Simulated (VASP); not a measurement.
Fe:

```
CELL_PARAMETERS angstrom
-1.44300 1.44300 1.44300
1.44300 -1.44300 1.44300
1.44300 1.44300 -1.44300
ATOMIC_POSITIONS crystal
Fe 0.00000 0.00000 0.00000
```

* Program: VASP 6.6.1
* Task: relaxation of cell and atoms
* Functional: LDA
* Potentials or basis: VASP PAW LDA potentials, release 64 (Fe)
* Cutoff: 600 eV
* k mesh: 11 × 11 × 11
* Occupations: methfessel-paxton, width 0.1 eV
* Spin: collinear spin, ferromagnetic start
* Starting moments: [3.5] μB

At the start: pressure -25.5 GPa; volume 12.02 Å³/atom.

Question: Where does the relaxation end?

Answer: Over 4 steps the energy falls by 146.3 meV/atom and the volume is 10.31 Å³/atom (-14.2 %); space group Im-3m (No. 229, to 0.05 Å); moment 1.85 μB per cell.

The path:
| step | energy change (eV) | largest force (eV/Å) | pressure (GPa) | volume (Å³) |
| --- | --- | --- | --- | --- |
| 1 | 0.0000 | 0.0000 | -25.53 | 12.02 |
| 2 | 0.0283 | 0.0000 | 48.11 | 8.99 |
| 3 | -0.1455 | 0.0000 | -2.67 | 10.40 |
| 4 | -0.1463 | 0.0000 | -0.47 | 10.31 |

Final structure:
```yaml
crystal:
  lattice:
    - [-1.37116, 1.37116, 1.37116]
    - [1.37116, -1.37116, 1.37116]
    - [1.37116, 1.37116, -1.37116]
  atoms:
    - { symbol: Fe, position: [0.00000, 0.00000, 0.00000] }
```

Caveat: the volume moved by -14 % from the deposited cell, more than functionals usually miss.
